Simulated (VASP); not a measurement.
# Cu in VASP: a series of runs

Cu is run at these levels: r2SCAN; tasks: single point.

Everything below comes from runs of VASP 6.6.1. Logs are shortened: lines on timing, memory, paths and dates and some standing lists are left out, and cuts for length are marked.

### Step 1. The cell of the first run

It takes space group Fm-3m (No. 225, cubic). The conventional cell has a = 3.577 Å, b = 3.577 Å, c = 3.577 Å, α = 90.00°, β = 90.00°, γ = 90.00°. Within 3.3 Å of Cu (site symmetry m-3m) lie 12 Cu at 2.53 Å.

### Step 2. Single point, r2SCAN

POSCAR

```
Cu
1.0
    0.0000000000      1.7883311211      1.7883311211
    1.7883311211      0.0000000000      1.7883311211
    1.7883311211      1.7883311211      0.0000000000
Cu
1
Direct
    0.0000000000      0.0000000000      0.0000000000
```

INCAR.step1

```
SYSTEM = Cu
PREC = Accurate
ENCUT = 520
ISMEAR = 0
SIGMA = 0.1
LREAL = .FALSE.
LASPH = .TRUE.
NELM = 80
NBANDS = 12
GGA = PE
ALGO = Normal
EDIFF = 1E-4
LWAVE = .TRUE.
LCHARG = .FALSE.
```

INCAR.step2

```
SYSTEM = Cu
PREC = Accurate
ENCUT = 520
EDIFF = 1E-6
ISMEAR = 0
SIGMA = 0.1
LREAL = .FALSE.
LASPH = .TRUE.
NELM = 80
ALGO = Normal
ISIF = 2
LWAVE = .FALSE.
LCHARG = .FALSE.
METAGGA = R2SCAN
LMIXTAU = .TRUE.
NBANDS = 12
ISTART = 1
```

KPOINTS

```
Automatic mesh
0
G
  20 20 20
  0 0 0
```

Potentials or basis: VASP PAW PBE potentials, release 64 (Cu).

Run with:

```
$ cat potpaw_PBE.64/Cu/POTCAR > POTCAR
$ cp INCAR.step1 INCAR
$ mpirun -np 1 vasp_std > vasp.out
$ cp INCAR.step2 INCAR
$ mpirun -np 1 vasp_std > vasp.out
```

OUTCAR:

```text
SYSTEM = Cu
   PREC = Accurate
   ENCUT = 520
   EDIFF = 1E-6
   ISMEAR = 0
   LREAL = .FALSE.
   LASPH = .TRUE.
   NELM = 80
   ISIF = 2
   METAGGA = R2SCAN
   ISTART = 1

 ion  position               nearest neighbor table
   1  0.000  0.000  0.000-

  LATTYP: Found a face centered cubic cell.
 ALAT       =     3.5766622422

  Lattice vectors:

 A1 = (   0.0000000000,   1.7883311211,   1.7883311211)
 A2 = (   1.7883311211,   0.0000000000,   1.7883311211)
 A3 = (   1.7883311211,   1.7883311211,   0.0000000000)

Analysis of symmetry for initial positions (statically):
=====================================================================
 Subroutine PRICEL returns:
 Original cell was already a primitive cell.

 Routine SETGRP: Setting up the symmetry group for a
 face centered cubic supercell.

 Subroutine GETGRP returns: Found 48 space group operations
 (whereof 48 operations were pure point group operations)
 out of a pool of 48 trial point group operations.

The static configuration has the point symmetry O_h .

Analysis of symmetry for dynamics (positions and initial velocities):
=====================================================================
 Subroutine PRICEL returns:
 Original cell was already a primitive cell.

 Routine SETGRP: Setting up the symmetry group for a
 face centered cubic supercell.

 Subroutine GETGRP returns: Found 48 space group operations
 (whereof 48 operations were pure point group operations)
 out of a pool of 48 trial point group operations.

The dynamic configuration has the point symmetry O_h .

 Subroutine INISYM returns: Found 48 space group operations
 (whereof 48 operations are pure point group operations),
 and found     1 'primitive' translations

----------------------------------------------------------------------------------------

                                     Primitive cell

  volume of cell :      11.4386

  direct lattice vectors                    reciprocal lattice vectors
     0.000000000  1.788331121  1.788331121    -0.279590281  0.279590281  0.279590281
     1.788331121  0.000000000  1.788331121     0.279590281 -0.279590281  0.279590281
     1.788331121  1.788331121  0.000000000     0.279590281  0.279590281 -0.279590281

  length of vectors
     2.529082125  2.529082125  2.529082125     0.484264571  0.484264571  0.484264571

  position of ions in fractional coordinates (direct lattice)
     0.000000000  0.000000000  0.000000000

  ion indices of the primitive-cell ions
   primitive index   ion index
                 1           1

----------------------------------------------------------------------------------------

 KPOINTS: Automatic mesh

Automatic generation of k-mesh.
 Grid dimensions read from file:
 generate k-points for:   20   20   20

 Generating k-lattice:

  Cartesian coordinates                     Fractional coordinates (reciprocal lattice)
    -0.013979514  0.013979514  0.013979514     0.050000000  0.000000000  0.000000000
     0.013979514 -0.013979514  0.013979514     0.000000000  0.050000000  0.000000000
     0.013979514  0.013979514 -0.013979514     0.000000000  0.000000000  0.050000000

  Length of vectors
     0.024213229  0.024213229  0.024213229

  Shift w.r.t. Gamma in fractional coordinates (k-lattice)
     0.000000000  0.000000000  0.000000000

 Subroutine IBZKPT returns following result:
 ===========================================

 Found    256 irreducible k-points:

 Following reciprocal coordinates:
            Coordinates               Weight
  0.000000  0.000000  0.000000      1.000000
  0.050000  0.000000  0.000000      8.000000
  0.100000  0.000000  0.000000      8.000000
  0.150000  0.000000  0.000000      8.000000
  0.200000  0.000000  0.000000      8.000000
  0.250000  0.000000  0.000000      8.000000
[... 16 lines left out ...]
 -0.400000  0.050000  0.000000     24.000000
 -0.350000  0.050000  0.000000     24.000000
 [... further k-points ...]
   k-points           NKPTS =    256   k-points in BZ     NKDIM =    256   number of bands    NBANDS=     12
   number of dos      NEDOS =    301   number of ions     NIONS =      1
   total plane-waves  NPLWV =   8000
   dimension x,y,z NGX =    20 NGY =   20 NGZ =   20
   dimension x,y,z NGXF=    40 NGYF=   40 NGZF=   40
   ions per type =               1
   NGX,Y,Z   is equivalent  to a cutoff of  13.15, 13.15, 13.15 a.u.
   NGXF,Y,Z  is equivalent  to a cutoff of  26.29, 26.29, 26.29 a.u.
 SYSTEM =  Cu
   PREC   = accura    normal or accurate (medium, high low for compatibility)
   ISTART =      1    job   : 0-new  1-cont  2-samecut
   ICHARG =      0    charge: 1-file 2-atom 10-const
   ISPIN  =      1    spin polarized calculation?
   LNONCOLLINEAR =      F non collinear calculations
   LSORBIT =      F    spin-orbit coupling
   LASPH  =      T    aspherical Exc in radial PAW
   ENCUT  =  520.0 eV  38.22 Ry    6.18 a.u.   4.70  4.70  4.70*2*pi/ulx,y,z
   NELM   =     80;   NELMIN=  2; NELMDL=  0     # of ELM steps
   EDIFF  = 0.1E-05   stopping-criterion for ELM
   LREAL  =      F    real-space projection
   EDIFFG = 0.1E-04   stopping-criterion for IOM
   NSW    =      0    number of steps for IOM
   IBRION =     -1    ionic relax: 0-MD 1-quasi-New 2-CG
   NFREE  =      0    steps in history (QN), initial steepest desc. (CG)
   ISIF   =      2    stress and relaxation
   ISYM   =      2    0-nonsym 1-usesym 2-fastsym
   POTIM  = 0.5000    time-step for ionic-motion
   TEBEG  =    0.0;   TEEND  =   0.0 temperature during run
   PSTRESS=    0.0 pullay stress
   NELECT =      11.0000    total number of electrons
   NUPDOWN=      -1.0000    fix difference up-down
   EMIN   =  10.00;   EMAX   =-10.00  energy-range for DOS
   EFERMI =   0.00;   METHOD = LEGACY
   ISMEAR =     0;   SIGMA  =   0.10  broadening in eV -4-tet -1-fermi 0-gaus
   EFERMI_NEDOS =   21; number of points for ismear=-14 and -15
   IALGO  =     38    algorithm
   IMIX   =      4    mixing-type and parameters
     AMIX     =   0.40;   BMIX     =  1.00
     AMIX_MAG =   1.60;   BMIX_MAG =  1.00
  volume/ion in A,a.u.               =      11.44        77.19
  Fermi-wavevector in a.u.,A,eV,Ry     =   1.615900  3.053608 35.526615  2.611133
  Thomas-Fermi vector in A             =   2.710573
   LORBIT       =      0    0 simple, 1 ext, 2 COOP (PROOUT), +10 PAW based schemes
   METAGGA = R2SCAN    functional components
   LHFCALC =     F    Hartree Fock is set to
   AEXX    =    0.0000 exact exchange contribution
   IVDW    =     0    specifies the selected vdW correction
   LEPSILON=     F    determine dielectric tensor
   LRPA    =     F    only Hartree local field effects (RPA)
 non-spin polarized calculation
 Gauss-broadening in eV      SIGMA  =   0.10
  energy-cutoff  :      520.00
  volume of cell :       11.44
 maximum number of plane-waves:       331
   NGX =  9   NGY =  9   NGZ =  9

 number of electron      11.0000012 magnetization

 Free energy of the ion-electron system (eV)
  ---------------------------------------------------
  ext. energy  EPLUGINS =         0.00000000
  ---------------------------------------------------
  free energy    TOTEN  =       -10.82812309 eV

  energy without entropy =      -10.82694733  energy(sigma->0) =      -10.82753521

 E-fermi :   7.7669     XC(G=0): -13.9608

 val. band max:        7.7630905302   @ k =   0.5000   0.2500   0.1000
 cond. band min:       7.8095416454   @ k =  -0.4500   0.1000   0.0000
 fundamental gap:      0.0464511152
 Fermi energy:         7.7668945423

 k-point     1 :       0.0000    0.0000    0.0000
  band No.  band energies     occupation
      1      -2.1262      2.00000
      2       4.5604      2.00000
      3       4.5605      2.00000
      4       4.5605      2.00000
      5       5.4186      2.00000
      6       5.4186      2.00000
      7      31.4456      0.00000
      8      34.7341      0.00000
      9      34.7341      0.00000
     10      34.7344      0.00000
     11      37.1510      0.00000
     12      37.1510      0.00000

 k-point     2 :       0.0500    0.0000    0.0000
  band No.  band energies     occupation
      1      -2.0292      2.00000
      2       4.5391      2.00000
      3       4.5791      2.00000
      4       4.5791      2.00000
      5       5.4110      2.00000
      6       5.4110      2.00000
      7      30.9846      0.00000
      8      33.3388      0.00000
      9      34.3905      0.00000
     10      34.3907      0.00000
     11      37.6283      0.00000
     12      37.6284      0.00000

 k-point     3 :       0.1000    0.0000    0.0000
  band No.  band energies     occupation
      1      -1.7410      2.00000
      2       4.4796      2.00000
      3       4.6288      2.00000
      4       4.6289      2.00000
      5       5.3942      2.00000
      6       5.3942      2.00000
      7      29.0355      0.00000
      8      32.4473      0.00000
      9      33.7468      0.00000
     10      33.7470      0.00000
     11      38.6343      0.00000
     12      38.6344      0.00000
[... 286 lines left out ...]
 k-point    23 :      -0.4000    0.0500    0.0000
  band No.  band energies     occupation
      1       2.2629      2.00000
      2       4.5206      2.00000
      3       4.5706      2.00000
      4       5.3083      2.00000
      5       5.9031      2.00000
      6       6.3997      2.00000
      7      13.6733      0.00000
      8      28.8401      0.00000
      9      30.9059      0.00000
     10      31.8409      0.00000
     11      34.6732      0.00000
     12      36.1501      0.00000

 k-point    24 :      -0.3500    0.0500    0.0000
  band No.  band energies     occupation
      1       1.9028      2.00000
      2       4.5759      2.00000
      3       4.6185      2.00000
      4       4.7545      2.00000
      5       5.7650      2.00000
      6       6.0686      2.00000
      7      15.6148      0.00000
      8      28.8032      0.00000
      9      31.2921      0.00000
     10      32.6162      0.00000
     11      34.7459      0.00000
     12      36.6296      0.00000

 [... further k-points ...]
[... 5 lines left out ...]
  --------------------------------------------------------------------------------------
  -------------------------------------------------------------------------------------
  Total        0.0348558      0.0348558      0.0348558      0.0000000      0.0000000      0.0000000
  in kB        4.8821520      4.8821520      4.8821520      0.0000000      0.0000000      0.0000000
  external PRESSURE =       4.8821520 kB  Pullay stress =       0.0000000 kB

 VOLUME and BASIS-vectors are now :
 -----------------------------------------------------------------------------
  energy-cutoff  :      520.00
  volume of cell :       11.44
      direct lattice vectors                 reciprocal lattice vectors
     0.000000000  1.788331121  1.788331121    -0.279590281  0.279590281  0.279590281
     1.788331121  0.000000000  1.788331121     0.279590281 -0.279590281  0.279590281
     1.788331121  1.788331121  0.000000000     0.279590281  0.279590281 -0.279590281

 POSITION                                       TOTAL-FORCE (eV/Angst)
 -----------------------------------------------------------------------------------
      0.00000      0.00000      0.00000        -0.000000     -0.000000      0.000000
 -----------------------------------------------------------------------------------
    total drift:                                0.000000     -0.000000      0.000000

  FREE ENERGIE OF THE ION-ELECTRON SYSTEM (eV)
  ---------------------------------------------------
  free  energy   TOTEN  =       -10.8281230934 eV

  energy  without entropy=      -10.8269473315  energy(sigma->0) =      -10.82753521
```

It took 2.3 min on 1 thread of Intel Xeon 8259CL, shared host; peak memory 0.15 GiB.

What came out:

- Free energy: -10.8281 eV
- Pressure: 0.5 GPa
- Band gap on the k mesh: zero (an odd number of electrons rules out a gap without spin polarisation)

Levels at points of the mesh, in eV from the Fermi level:
```
           k point  band 2  band 3  band 4  band 5  band 6  band 7  band 8  band 9  band 10  band 11
(0.00, 0.00, 0.00)   -3.21   -3.21   -3.21   -2.35   -2.35   23.68   26.97   26.97    26.97    29.38
(0.50, 0.00, 0.00)   -3.26   -3.26   -1.73   -1.73   -1.11    4.17   22.17   23.69    23.69    26.57
(0.50, 0.50, 0.00)   -4.72   -1.76   -1.57   -1.57    1.60    7.69   14.05   14.05    18.49    21.73
```

Caveat: the PAW data sets were made with another functional, which shifts forces and pressure a little.

### Step 3. Single point, r2SCAN (biaxial strain in the a-b plane: +2.0 %)

POSCAR

```
Cu
1.0
    1.8240977389      1.8240977389      0.0000000000
   -1.8240977389      1.8240977389      0.0000000000
    0.0000000000      0.0000000000      3.5337422864
Cu
2
Direct
    0.0000000000      0.0000000000      0.0000000000
    0.5000000000      0.5000000000      0.5000000000
```

INCAR.step1

```
ALGO = Normal
EDIFF = 1E-4
ENCUT = 520
GGA = PE
ISMEAR = 0
LASPH = T
LCHARG = F
LREAL = F
LWAVE = T
NBANDS = 18
NELM = 60
PREC = Accurate
SIGMA = 0.1
```

INCAR.step2

```
ALGO = Normal
EDIFF = 1E-7
ENCUT = 520
ISIF = 2
ISMEAR = 0
ISTART = 1
LASPH = T
LCHARG = F
LMIXTAU = T
LREAL = F
LWAVE = F
METAGGA = R2SCAN
NBANDS = 18
NELM = 60
PREC = Accurate
SIGMA = 0.1
```

KPOINTS

```
k-points
0
Gamma
  20 20 14
```

Potentials or basis: VASP PAW PBE potentials, release 64 (Cu).

Run with:

```
$ cat potpaw_PBE.64/Cu/POTCAR > POTCAR
$ cp INCAR.step1 INCAR
$ mpirun -np 1 vasp_std > vasp.out
$ cp INCAR.step2 INCAR
$ mpirun -np 1 vasp_std > vasp.out
```

Wall time 15 min (1 thread of Intel Xeon 8259CL, shared host); peak memory 0.29 GiB.

It converged, with:

```yaml
Free_energy: -21.6471 eV
Pressure: -3.5 GPa
Band_gap_on_the_k_mesh: zero (bands 11 and 12 overlap by 8.56 eV)
```

Stress tensor (GPa, compression positive):
```
-3.94  0.00  0.00
 0.00 -3.94  0.00
 0.00  0.00 -2.68
```

Levels at points of the mesh, in eV from the Fermi level:
```csv
k point,band 9,band 10,band 11,band 12,band 13,band 14
"(0.00, 0.00, 0.00)",-1.78,-1.58,-1.58,2.07,8.04,13.27
"(0.50, 0.00, 0.00)",-2.35,-2.35,-0.44,-0.44,10.45,10.45
"(0.50, 0.50, 0.00)",-1.55,-1.55,1.34,1.34,7.17,7.17
"(0.00, 0.00, 0.50)",-2.52,-2.52,-2.10,-2.10,17.63,17.63
"(0.50, 0.00, 0.50)",-1.71,-1.71,-1.06,-1.06,3.99,3.99
"(0.50, 0.50, 0.50)",-1.64,-1.64,6.45,6.45,6.45,6.45
```

Caveat: the cell differs from its parent crystal (biaxial strain in the a-b plane: +2.0 %); the cell stands under tension; the PAW data sets were made with another functional, which shifts forces and pressure a little.
